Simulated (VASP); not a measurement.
HfO2:

```xyz
6
Lattice="-2.0093 2.0093 5.3233 2.0093 -2.0093 5.3233 2.0093 2.0093 -5.3233" Properties=species:S:1:pos:R:3 pbc="T T T"
Hf    0.0000    0.0000    0.0000
Hf    0.0000    2.0093    2.6616
O     0.0000    2.0093    4.8090
O     0.0000    0.0000    2.1474
O     0.0000    2.0093    0.5142
O     0.0000    0.0000    8.4992
```

| Property | Result |
| --- | --- |
| Program | VASP 6.6.1 |
| Task | relaxation of cell and atoms |
| Functional | PBEsol |
| Potentials or basis | VASP PAW PBE potentials, release 64 (Hf_pv, O) |
| Cutoff | 600 eV |
| k mesh | 8 × 8 × 8 |
| Occupations | fermi-dirac, width 0.02 eV |
| Spin | no spin polarisation |

At the start: pressure -7.8 GPa; volume 14.33 Å³/atom.

**Question.** Where does the relaxation end?

**Answer.** Over 10 steps the energy falls by 14.5 meV/atom and the volume is 13.75 Å³/atom (-4.1 %); space group I4_1/amd (No. 141, to 0.05 Å).

Step by step:
```tsv
step	energy change (eV)	largest force (eV/Å)	pressure (GPa)	volume (Å³)
1	0.0000	0.1502	-7.79	85.97
2	0.1449	0.5479	15.16	77.59
3	-0.0857	0.0798	-0.20	82.67
4	-0.0857	0.0849	-0.05	82.60
5	-0.0863	0.0074	0.02	82.52
6	-0.0863	0.0165	0.01	82.53
7	-0.0866	0.0118	-0.01	82.53
8	-0.0870	0.0013	-0.09	82.51
9	-0.0870	0.0079	0.20	82.39
10	-0.0870	0.0011	0.02	82.48
```

Final structure:
```
Hf O
1.0
    -1.98569    1.98569    5.22942
     1.98569   -1.98569    5.22942
     1.98569    1.98569   -5.22942
Hf O
2 4
Direct
  0.00000 0.00000 0.00000
  0.75000 0.25000 0.50000
  0.95233 0.45233 0.50000
  0.20233 0.20233 0.00000
  0.54767 0.04767 0.50000
  0.79767 0.79767 0.00000
```

Caveat: the PAW data sets were made with another functional, which shifts forces and pressure a little.
